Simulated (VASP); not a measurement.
Wanted: the native input for a VASP 6.6.1 run.

```yaml
Task: single point
Functional: HSE06
Potentials_or_basis: VASP PAW PBE potentials, release 64 (Hf_pv, N)
Cutoff: 520 eV
k_mesh: 5 × 5 × 5
Occupations: fermi-dirac, width 0.05 eV
Spin: no spin polarisation
Dipole_correction: no
Grid_for_exact_exchange_PRECFOCK: Normal
Further_INCAR_settings: ALGO = Normal; EDIFF = 1e-06; NBANDS = 14
Screening_parameter: 0.2079 1/Å
```

The system is HfN.

```
Hf N
1.0
     0.00000    2.45482    2.45482
     2.45482    0.00000    2.45482
     2.45482    2.45482    0.00000
Hf N
1 1
Direct
  0.00000 0.00000 0.00000
  0.25000 0.25000 0.25000
```

These files were run (other wordings do the same):

POSCAR

```
HfN
1.0
    0.0000000000      2.4548220000      2.4548220000
    2.4548220000      0.0000000000      2.4548220000
    2.4548220000      2.4548220000      0.0000000000
Hf N
1 1
Direct
    0.0000000000      0.0000000000      0.0000000000
    0.2500000000      0.2500000000      0.2500000000
```

INCAR.step1

```
  ALGO = Normal
  EDIFF = 1E-5
  ENCUT = 520
  GGA = PE
  ISIF = 2
  ISMEAR = -1
  LASPH = True
  LREAL = False
  LWAVE = True
  NBANDS = 14
  NELM = 60
  PREC = Accurate
  SIGMA = 0.05
```

INCAR.step2

```
  ALGO = Normal
  EDIFF = 1E-6
  ENCUT = 520
  GGA = PE
  HFSCREEN = 0.2079
  ISIF = 2
  ISMEAR = -1
  ISTART = 1
  LASPH = True
  LCHARG = True
  LELF = True
  LHFCALC = True
  LREAL = False
  LVHAR = True
  LWAVE = False
  NBANDS = 14
  NELM = 60
  PREC = Accurate
  PRECFOCK = Normal
  SIGMA = 0.05
```

KPOINTS

```
k-points
0
Gamma
  5 5 5
```

Potentials or basis: VASP PAW PBE potentials, release 64 (Hf_pv, N).

Command:

```bash
$ cat potpaw_PBE.64/Hf_pv/POTCAR potpaw_PBE.64/N/POTCAR > POTCAR
$ cp INCAR.step1 INCAR
$ mpirun -np 1 vasp_std > vasp.out
$ cp INCAR.step2 INCAR
$ mpirun -np 1 vasp_std > vasp.out
```

Results of the run:

* Pressure: -4.1 GPa

Caveat: the k points lie up to 0.44 Å⁻¹ apart; the PAW data sets were made with another functional, which shifts forces and pressure a little.

Wall time 7.4 min on 1 thread of Intel(R) Xeon(R) Platinum 8488C (Sapphire Rapids), with other jobs on the host, peak memory 0.26 GiB.
